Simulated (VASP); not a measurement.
Runs of VASP 6.6.1 on BiIr. The structure is that of space group Fm-3m (No. 225), or close to it. The cells are those of the table. 

```csv
level,potentials or basis,cell,gap on the mesh (eV),pressure (GPa)
PBE,"VASP PAW PBE potentials, release 64 (Ir, Bi_d)","a = 3.978 Å, angles 60.0°, 2 atoms",none,0.1
PBEsol,"VASP PAW PBE potentials, release 64 (Ir, Bi_d)","a = 3.978 Å, angles 60.0°, 2 atoms",none,-5.3
PBE,"VASP PAW PBE potentials, release 64 (Ir, Bi_d)","a = 3.978, b = 4.018 Å, angles 59.7, 59.3, 59.7°, 2 atoms",none,0.1
PBE,"VASP PAW PBE potentials, release 64 (Ir, Bi_d)","a = 3.978, b = 3.938 Å, angles 60.3, 60.7, 60.3°, 2 atoms",none,0.1
LDA,"VASP PAW LDA potentials, release 64 (Ir, Bi_d)","a = 3.978 Å, angles 60.0°, 2 atoms",none,(a)
r2SCAN,"VASP PAW PBE potentials, release 64 (Ir, Bi_d)","a = 3.978 Å, angles 60.0°, 2 atoms",none,-3.2
```

Alike in all rows: task single point; no spin polarisation; k mesh 10 × 10 × 10; cutoff (eV) 520; smearing gaussian 0.05 eV.

Problem. Fill in the values left out.

Solution. (a) -7.7.

Caveats: spin-orbit coupling is left out, which moves the levels of the heavy elements; the PAW data sets were made with another functional, which shifts forces and pressure a little (some runs).

A k mesh can miss the band edges, and the runs leave out spin-orbit coupling on Bi, Ir.

A gap of «none» marks levels without a gap at the run's occupations.
